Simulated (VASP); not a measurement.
Here is a VASP 6.6.1 calculation.

The input INCAR:

```
SYSTEM = Rb3Ba
ALGO = Fast ; EDIFF = 1E-6
ENCUT = 520 ; ISIF = 2
ISMEAR = -1 ; LASPH = .True.
LCHARG = .False. ; LREAL = .False.
LWAVE = .False. ; NBANDS = 26
NELM = 100 ; PREC = Accurate
SIGMA = 0.05
```

KPOINTS

```
k-points
0
Gamma
  5 5 5
  0 0 0
```

POSCAR

```
Rb3Ba
1.0
   -3.3714590000      3.3714590000      7.3713480000
    3.3714590000     -3.3714590000      7.3713480000
    3.3714590000      3.3714590000     -7.3713480000
Ba Rb
1 3
Direct
    0.0000000000      0.0000000000      0.0000000000
    0.5000000000      0.5000000000      0.0000000000
    0.2500000000      0.7500000000      0.5000000000
    0.7500000000      0.2500000000      0.5000000000
```

Potentials or basis: VASP PAW LDA potentials, release 64 (Ba_sv, Rb_sv).

Command:

```console
$ cat potpaw_LDA.64/Ba_sv/POTCAR potpaw_LDA.64/Rb_sv/POTCAR > POTCAR
$ mpirun -np 1 vasp_std > vasp.out
```

**Question.** Estimate the band gap on the k mesh.

**Answer.** Zero (an odd number of electrons rules out a gap without spin polarisation).

**Question.** What does it give for the pressure?

**Answer.** -0.6 GPa.

Caveat: spin-orbit coupling is left out, which moves the levels of the heavy elements.
